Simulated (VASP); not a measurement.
# TlBr (Pm-3m) in VASP: a series of runs

Runs on TlBr. Level: PBEsol. Tasks: elastic constants.

Everything below comes from runs of VASP 6.6.1. Logs are shortened: lines on timing, memory, paths and dates and some standing lists are left out, and cuts for length are marked.

## 1. The cell of the first run

Symmetry: Pm-3m, No. 221, cubic system. The conventional cell has a = 3.870 Å, b = 3.870 Å, c = 3.870 Å, α = 90.00°, β = 90.00°, γ = 90.00°. Within 4.4 Å of Tl (site symmetry m-3m) lie 8 Br at 3.35 Å and 6 Tl at 3.87 Å. Br (site symmetry m-3m) has 8 Tl at 3.35 Å and 6 Br at 3.87 Å within 4.4 Å.

## 2. Elastic constants, PBEsol

Contents of INCAR:

```
SYSTEM = TlBr
PREC = Accurate
ENCUT = 500
EDIFF = 1E-8
ISMEAR = 0
SIGMA = 0.01
LREAL = .False.
LASPH = .True.
NELM = 120
ALGO = Normal
ISIF = 3
LWAVE = .False.
LCHARG = .False.
GGA = PS
NBANDS = 17
IBRION = 6
NFREE = 2
POTIM = 0.015
NSW = 1
GGA_COMPAT = .False.
```

Contents of KPOINTS:

```
Automatic mesh
0
Gamma
  6 6 6
  0 0 0
```

Contents of POSCAR:

```
TlBr
1.0
    3.8702327294      0.0000000000      0.0000000000
    0.0000000000      3.8702327294      0.0000000000
    0.0000000000      0.0000000000      3.8702327294
Tl Br
1 1
Direct
    0.0000000000      0.0000000000      0.0000000000
    0.5000000000      0.5000000000      0.5000000000
```

Potentials or basis: VASP PAW PBE potentials, release 64 (Tl_d, Br).

Run with:

```
cat potpaw_PBE.64/Tl_d/POTCAR potpaw_PBE.64/Br/POTCAR > POTCAR
mpirun -np 1 vasp_std > vasp.out
```

OUTCAR:

```text
SYSTEM = TlBr
   PREC = Accurate
   ENCUT = 500
   EDIFF = 1E-8
   ISMEAR = 0
   LREAL = .False.
   LASPH = .True.
   NELM = 120
   ISIF = 3
   GGA = PS
   IBRION = 6
   NFREE = 2
   POTIM = 0.015
   NSW = 1

 ion  position               nearest neighbor table
   1  0.000  0.000  0.000-   2 3.35   2 3.35   2 3.35   2 3.35   2 3.35   2 3.35   2 3.35   2 3.35

   2  0.500  0.500  0.500-   1 3.35   1 3.35   1 3.35   1 3.35   1 3.35   1 3.35   1 3.35   1 3.35

  LATTYP: Found a simple cubic cell.
 ALAT       =     3.8702327294

  Lattice vectors:

 A1 = (   3.8702327294,   0.0000000000,   0.0000000000)
 A2 = (   0.0000000000,   3.8702327294,   0.0000000000)
 A3 = (   0.0000000000,   0.0000000000,   3.8702327294)

Analysis of symmetry for initial positions (statically):
=====================================================================
 Subroutine PRICEL returns:
 Original cell was already a primitive cell.

 Routine SETGRP: Setting up the symmetry group for a
 simple cubic supercell.

 Subroutine GETGRP returns: Found 48 space group operations
 (whereof 48 operations were pure point group operations)
 out of a pool of 48 trial point group operations.

The static configuration has the point symmetry O_h .

Analysis of symmetry for dynamics (positions and initial velocities):
=====================================================================
 Subroutine PRICEL returns:
 Original cell was already a primitive cell.

 Routine SETGRP: Setting up the symmetry group for a
 simple cubic supercell.

 Subroutine GETGRP returns: Found 48 space group operations
 (whereof 48 operations were pure point group operations)
 out of a pool of 48 trial point group operations.

The dynamic configuration has the point symmetry O_h .

 Subroutine INISYM returns: Found 48 space group operations
 (whereof 48 operations are pure point group operations),
 and found     1 'primitive' translations

----------------------------------------------------------------------------------------

                                     Primitive cell

  volume of cell :      57.9711

  direct lattice vectors                    reciprocal lattice vectors
     3.870232729  0.000000000  0.000000000     0.258382395  0.000000000  0.000000000
     0.000000000  3.870232729  0.000000000     0.000000000  0.258382395  0.000000000
     0.000000000  0.000000000  3.870232729     0.000000000  0.000000000  0.258382395

  length of vectors
     3.870232729  3.870232729  3.870232729     0.258382395  0.258382395  0.258382395

  position of ions in fractional coordinates (direct lattice)
     0.000000000  0.000000000  0.000000000
     0.500000000  0.500000000  0.500000000

  ion indices of the primitive-cell ions
   primitive index   ion index
                 1           1
                 2           2

----------------------------------------------------------------------------------------

 KPOINTS: Automatic mesh

Automatic generation of k-mesh.
 Grid dimensions read from file:
 generate k-points for:    6    6    6
[... 99 lines left out ...]

 number of electron      19.9999999 magnetization

 Free energy of the ion-electron system (eV)
  ---------------------------------------------------
  ext. energy  EPLUGINS =         0.00000000
  ---------------------------------------------------
  free energy    TOTEN  =        -6.02417796 eV

  energy without entropy =       -6.02417796  energy(sigma->0) =       -6.02417796

------------------------ aborting loop because EDIFF is reached ----------------------------------------

  FORCE on cell =-STRESS in cart. coord.  units (eV):
  Direction    XX          YY          ZZ          XY          YZ          ZX
  --------------------------------------------------------------------------------------
  -------------------------------------------------------------------------------------
  Total        0.3616399      0.3616399      0.3616399      0.0000000      0.0000000     -0.0000000
  in kB        9.9948359      9.9948359      9.9948359      0.0000000      0.0000000     -0.0000000
  external PRESSURE =       9.9948359 kB  Pullay stress =       0.0000000 kB
[... 89 lines left out ...]
  FREE ENERGIE OF THE ION-ELECTRON SYSTEM (eV)
  ---------------------------------------------------
  free  energy   TOTEN  =        -6.0167125338 eV

  energy  without entropy=       -6.0167125338  energy(sigma->0) =       -6.01671253

[... ionic steps 4 to 14 ...]

--------------------------------------- Ionic step       15  -------------------------------------------

 number of electron      20.0000002 magnetization

------------------------ aborting loop because EDIFF is reached ----------------------------------------
[... 67 lines left out ...]
--------------------------------------- Ionic step       17  -------------------------------------------

 number of electron      19.9999997 magnetization

 Free energy of the ion-electron system (eV)
  ---------------------------------------------------
  ext. energy  EPLUGINS =         0.00000000
  ---------------------------------------------------
  free energy    TOTEN  =        -6.02411896 eV

  energy without entropy =       -6.02411896  energy(sigma->0) =       -6.02411896

 E-fermi :   3.2655     XC(G=0):  -9.5855

 val. band max:        3.2124098839   @ k =   0.0000   0.5000   0.0000
 cond. band min:       4.7002243656   @ k =   0.5000   0.0000   0.0000
 fundamental gap:      1.4878144817
 Fermi energy:         3.2655064968

 k-point     1 :       0.0000    0.0000    0.0000
  band No.  band energies     occupation
      1     -11.0915      2.00000
      2      -7.0639      2.00000
      3      -7.0639      2.00000
      4      -6.8349      2.00000
      5      -6.8349      2.00000
      6      -6.8349      2.00000
[... 457 lines left out ...]
      4      -6.8699      2.00000
      5      -6.8572      2.00000
      6      -6.8497      2.00000
[... 9 lines left out ...]
     16      14.6278      0.00000
     17      15.1841      0.00000

 [... further k-points ...]

------------------------ aborting loop because EDIFF is reached ----------------------------------------

  FORCE on cell =-STRESS in cart. coord.  units (eV):
  Direction    XX          YY          ZZ          XY          YZ          ZX
  --------------------------------------------------------------------------------------
  -------------------------------------------------------------------------------------
  Total        0.3620703      0.3620612      0.3620612      0.0000000      0.0000000     -0.0000000
  in kB       10.0067310     10.0064790     10.0064790      0.0000000      0.0000000     -0.0000000
  external PRESSURE =      10.0065630 kB  Pullay stress =       0.0000000 kB
[... 17 lines left out ...]
  FREE ENERGIE OF THE ION-ELECTRON SYSTEM (eV)
  ---------------------------------------------------
  free  energy   TOTEN  =        -6.0241189571 eV

  energy  without entropy=       -6.0241189571  energy(sigma->0) =       -6.02411896

 INTERNAL STRAIN TENSORS FROM STRAINED CELLS
 ============================================

 INTERNAL STRAIN TENSOR FOR ION    1 for displacements in x,y,z  (eV/Angst):
          X           Y           Z          XY          YZ          ZX
  --------------------------------------------------------------------------------
  x     0.00000     0.00000     0.00000     0.00000     0.00000     0.00000
  y     0.00000     0.00000     0.00000     0.00000     0.00000     0.00000
  z     0.00000     0.00000     0.00000     0.00000     0.00000     0.00000

 INTERNAL STRAIN TENSORS FROM DISPLACED ATOMS
 ============================================

 INTERNAL STRAIN TENSOR FOR ION    1 for displacements in x,y,z  (eV/Angst):
          X           Y           Z          XY          YZ          ZX
  --------------------------------------------------------------------------------
  x     0.00000     0.00000     0.00000     0.00000     0.00000     0.00000
  y     0.00000     0.00000     0.00000     0.00000     0.00000     0.00000
  z     0.00000     0.00000     0.00000     0.00000     0.00000     0.00000

 INTERNAL STRAIN TENSOR FOR ION    2 for displacements in x,y,z  (eV/Angst):
          X           Y           Z          XY          YZ          ZX
  --------------------------------------------------------------------------------
  x     0.00000     0.00000     0.00000     0.00000     0.00000     0.00000
  y     0.00000     0.00000     0.00000     0.00000     0.00000     0.00000
  z     0.00000     0.00000     0.00000     0.00000     0.00000     0.00000

 Eigenvectors and eigenvalues of the dynamical matrix
 ----------------------------------------------------

   1 f  =    1.470300 THz     9.238165 2PiTHz   49.043916 cm-1     6.080668 meV
             X         Y         Z           dx          dy          dz
      0.000000  0.000000  0.000000     0.524973   -0.000000    0.000000
      1.935116  1.935116  1.935116    -0.851119    0.000000    0.000000
[... 21 lines left out ...]
   6 f/i=    0.008981 THz     0.056427 2PiTHz    0.299563 cm-1     0.037141 meV
             X         Y         Z           dx          dy          dz
      0.000000  0.000000  0.000000     0.169163   -0.834139   -0.000000
      1.935116  1.935116  1.935116     0.104340   -0.514499    0.000000

--------------------------------------------------------------------------------------------------------

 ELASTIC MODULI CONTR FROM IONIC RELAXATION (kBar)
 Direction    XX          YY          ZZ          XY          YZ          ZX
 --------------------------------------------------------------------------------
 XX           0.0000      0.0000      0.0000      0.0000      0.0000      0.0000
 YY           0.0000      0.0000      0.0000      0.0000      0.0000      0.0000
 ZZ           0.0000      0.0000      0.0000      0.0000      0.0000      0.0000
 XY           0.0000      0.0000      0.0000      0.0000      0.0000      0.0000
 YZ           0.0000      0.0000      0.0000      0.0000      0.0000      0.0000
 ZX           0.0000      0.0000      0.0000      0.0000      0.0000      0.0000
 --------------------------------------------------------------------------------

 TOTAL ELASTIC MODULI (kBar)
 Direction    XX          YY          ZZ          XY          YZ          ZX
 --------------------------------------------------------------------------------
 XX         479.6746    227.6421    227.6421     -0.0000      0.0000      0.0000
 YY         227.6421    479.6746    227.6421      0.0000     -0.0000      0.0000
 ZZ         227.6421    227.6421    479.6746      0.0000      0.0000     -0.0000
 XY          -0.0000      0.0000      0.0000    131.6755      0.0000      0.0000
 YZ           0.0000     -0.0000      0.0000      0.0000    131.6755      0.0000
 ZX           0.0000      0.0000     -0.0000      0.0000      0.0000    131.6755
 --------------------------------------------------------------------------------
```

Run time: 8.2 min. Hardware: 1 thread of Intel Xeon Platinum 8375C at 2.90GHz (Ice Lake), shared host; peak memory 0.26 GiB.

Results:

```yaml
Elastic_constants_C11_C12_C44: 48, 23, 13 GPa
Voigt_bulk_modulus: 31 GPa
Highest_phonon_frequency_at_Γ_LO-TO_splitting_left_out: 49 cm⁻¹
```

Phonon frequencies in cm⁻¹ (negative: imaginary):
| q point | frequencies |
| --- | --- |
| (0.000, 0.000, 0.000) | 0 0 0 49 49 49 |

Elastic tensor in Voigt notation (GPa, in the Cartesian axes of the cell as first typed):
```
48 23 23  0  0  0
23 48 23  0  0  0
23 23 48  0  0  0
 0  0  0 13  0  0
 0  0  0  0 13  0
 0  0  0  0  0 13
```

Clamped-ion elastic tensor (GPa):
```
48 23 23  0  0  0
23 48 23  0  0  0
23 23 48  0  0  0
 0  0  0 13  0  0
 0  0  0  0 13  0
 0  0  0  0  0 13
```

Caveat: the PAW data sets were made with another functional, which shifts forces and pressure a little; spin-orbit coupling is left out, which moves the levels of the heavy elements.

## 3. Elastic constants, PBEsol

This run uses another cell than the first one, of 29.99 Å³/atom.

Contents of INCAR:

```
SYSTEM = TlBr
ALGO = Normal
EDIFF = 1E-8
ENCUT = 500
GGA = PS
GGA_COMPAT = .False.
IBRION = 6
ISIF = 3
ISMEAR = 0
LASPH = .True.
LCHARG = .False.
LREAL = .False.
LWAVE = .False.
NELM = 120
NFREE = 2
NSW = 1
POTIM = 0.015
PREC = Accurate
SIGMA = 0.01
```

Contents of KPOINTS:

```
k-points
0
Gamma
  6 6 6
  0 0 0
```

Contents of POSCAR:

```
TlBr
1.0
    3.9145171579      0.0000000000      0.0000000000
    0.0000000000      3.9145171579      0.0000000000
    0.0000000000      0.0000000000      3.9145171579
Tl Br
1 1
Direct
    0.0000000000      0.0000000000      0.0000000000
    0.5000000000      0.5000000000      0.5000000000
```

Potentials or basis: VASP PAW PBE potentials, release 64 (Tl_d, Br).

Run with:

```
cat potpaw_PBE.64/Tl_d/POTCAR potpaw_PBE.64/Br/POTCAR > POTCAR
mpirun -np 1 vasp_std > vasp.out
```

OUTCAR:

```text
SYSTEM = TlBr
   EDIFF = 1E-8
   ENCUT = 500
   GGA = PS
   IBRION = 6
   ISIF = 3
   ISMEAR = 0
   LASPH = .True.
   LREAL = .False.
   NELM = 120
   NFREE = 2
   NSW = 1
   POTIM = 0.015
   PREC = Accurate

 ion  position               nearest neighbor table
   1  0.000  0.000  0.000-   2 3.39   2 3.39   2 3.39   2 3.39   2 3.39   2 3.39   2 3.39   2 3.39

   2  0.500  0.500  0.500-   1 3.39   1 3.39   1 3.39   1 3.39   1 3.39   1 3.39   1 3.39   1 3.39

  LATTYP: Found a simple cubic cell.
 ALAT       =     3.9145171579

  Lattice vectors:

 A1 = (   3.9145171579,   0.0000000000,   0.0000000000)
 A2 = (   0.0000000000,   3.9145171579,   0.0000000000)
 A3 = (   0.0000000000,   0.0000000000,   3.9145171579)

Analysis of symmetry for initial positions (statically):
=====================================================================
 Subroutine PRICEL returns:
 Original cell was already a primitive cell.

 Routine SETGRP: Setting up the symmetry group for a
 simple cubic supercell.

 Subroutine GETGRP returns: Found 48 space group operations
 (whereof 48 operations were pure point group operations)
 out of a pool of 48 trial point group operations.

The static configuration has the point symmetry O_h .

Analysis of symmetry for dynamics (positions and initial velocities):
=====================================================================
[... 771 lines left out ...]
  in kB       -0.1002210     -0.1031084     -0.1031084      0.0000000     -0.0000000      0.0000000
  external PRESSURE =      -0.1021460 kB  Pullay stress =       0.0000000 kB
[... 17 lines left out ...]
  FREE ENERGIE OF THE ION-ELECTRON SYSTEM (eV)
  ---------------------------------------------------
  free  energy   TOTEN  =        -6.0306578586 eV

  energy  without entropy=       -6.0306578586  energy(sigma->0) =       -6.03065786

 INTERNAL STRAIN TENSORS FROM STRAINED CELLS
 ============================================

 INTERNAL STRAIN TENSOR FOR ION    1 for displacements in x,y,z  (eV/Angst):
          X           Y           Z          XY          YZ          ZX
  --------------------------------------------------------------------------------
  x     0.00000     0.00000     0.00000     0.00000     0.00000     0.00000
  y     0.00000     0.00000     0.00000     0.00000     0.00000     0.00000
  z     0.00000     0.00000     0.00000     0.00000     0.00000     0.00000

 INTERNAL STRAIN TENSORS FROM DISPLACED ATOMS
 ============================================

 INTERNAL STRAIN TENSOR FOR ION    1 for displacements in x,y,z  (eV/Angst):
          X           Y           Z          XY          YZ          ZX
  --------------------------------------------------------------------------------
  x     0.00000     0.00000     0.00000     0.00000     0.00000     0.00000
  y     0.00000     0.00000     0.00000     0.00000     0.00000     0.00000
  z     0.00000     0.00000     0.00000     0.00000     0.00000     0.00000

 INTERNAL STRAIN TENSOR FOR ION    2 for displacements in x,y,z  (eV/Angst):
          X           Y           Z          XY          YZ          ZX
  --------------------------------------------------------------------------------
  x     0.00000     0.00000     0.00000     0.00000     0.00000     0.00000
  y     0.00000     0.00000     0.00000     0.00000     0.00000     0.00000
  z     0.00000     0.00000     0.00000     0.00000     0.00000     0.00000

 Eigenvectors and eigenvalues of the dynamical matrix
 ----------------------------------------------------

   1 f  =    1.168100 THz     7.339391 2PiTHz   38.963635 cm-1     4.830873 meV
             X         Y         Z           dx          dy          dz
      0.000000  0.000000  0.000000     0.526508   -0.000000    0.000000
      1.957259  1.957259  1.957259    -0.850170    0.000000    0.000000
[... 21 lines left out ...]
   6 f/i=    0.005026 THz     0.031578 2PiTHz    0.167644 cm-1     0.020785 meV
             X         Y         Z           dx          dy          dz
      0.000000  0.000000  0.000000    -0.000000   -0.000000    0.850170
      1.957259  1.957259  1.957259    -0.000000    0.000000    0.526508

--------------------------------------------------------------------------------------------------------

 ELASTIC MODULI CONTR FROM IONIC RELAXATION (kBar)
 Direction    XX          YY          ZZ          XY          YZ          ZX
 --------------------------------------------------------------------------------
 XX           0.0000      0.0000      0.0000      0.0000      0.0000      0.0000
 YY           0.0000      0.0000      0.0000      0.0000      0.0000      0.0000
 ZZ           0.0000      0.0000      0.0000      0.0000      0.0000      0.0000
 XY           0.0000      0.0000      0.0000      0.0000      0.0000      0.0000
 YZ           0.0000      0.0000      0.0000      0.0000      0.0000      0.0000
 ZX           0.0000      0.0000      0.0000      0.0000      0.0000      0.0000
 --------------------------------------------------------------------------------

 TOTAL ELASTIC MODULI (kBar)
 Direction    XX          YY          ZZ          XY          YZ          ZX
 --------------------------------------------------------------------------------
 XX         434.1160    186.4440    186.4440      0.0000     -0.0000      0.0000
 YY         186.4440    434.1160    186.4440      0.0000     -0.0000      0.0000
 ZZ         186.4440    186.4440    434.1160      0.0000      0.0000      0.0000
 XY           0.0000      0.0000      0.0000    102.3844      0.0000      0.0000
 YZ          -0.0000     -0.0000      0.0000      0.0000    102.3844      0.0000
 ZX           0.0000      0.0000      0.0000      0.0000      0.0000    102.3844
 --------------------------------------------------------------------------------
```

stdout:

```text
POSCAR found type information on POSCAR TlBr
 POSCAR found :  2 types and       2 ions
 scaLAPACK will be used
 -----------------------------------------------------------------------------
|                                                                             |
|                                                                             |
|     You enforced a specific xc type in the INCAR file but a different       |
|     I HOPE YOU KNOW WHAT YOU ARE DOING!                                     |
|                                                                             |
[... 33 lines left out ...]
 Finite differences progress:
 bond charge predicted
 Finite differences progress:
 bond charge predicted
 Finite differences progress:
 bond charge predicted
 Finite differences progress:
 bond charge predicted
 Finite differences progress:
 bond charge predicted
 Finite differences progress:
```

Wall time 9.3 min (1 thread of Intel Xeon Platinum 8375C at 2.90GHz (Ice Lake), shared host); peak memory 0.26 GiB.

What came out:

```yaml
Elastic_constants_C11_C12_C44: 43, 19, 10 GPa
Voigt_bulk_modulus: 27 GPa
Highest_phonon_frequency_at_Γ_LO-TO_splitting_left_out: 39 cm⁻¹
```

Phonon frequencies in cm⁻¹ (negative: imaginary):
```tsv
q point	frequencies
(0.000, 0.000, 0.000)	0 0 0 39 39 39
```

Elastic tensor in Voigt notation (GPa, in the Cartesian axes of the cell as first typed):
```
43 19 19  0  0  0
19 43 19  0  0  0
19 19 43  0  0  0
 0  0  0 10  0  0
 0  0  0  0 10  0
 0  0  0  0  0 10
```

Clamped-ion elastic tensor (GPa):
```
43 19 19  0  0  0
19 43 19  0  0  0
19 19 43  0  0  0
 0  0  0 10  0  0
 0  0  0  0 10  0
 0  0  0  0  0 10
```

Caveat: the PAW data sets were made with another functional, which shifts forces and pressure a little; spin-orbit coupling is left out, which moves the levels of the heavy elements.
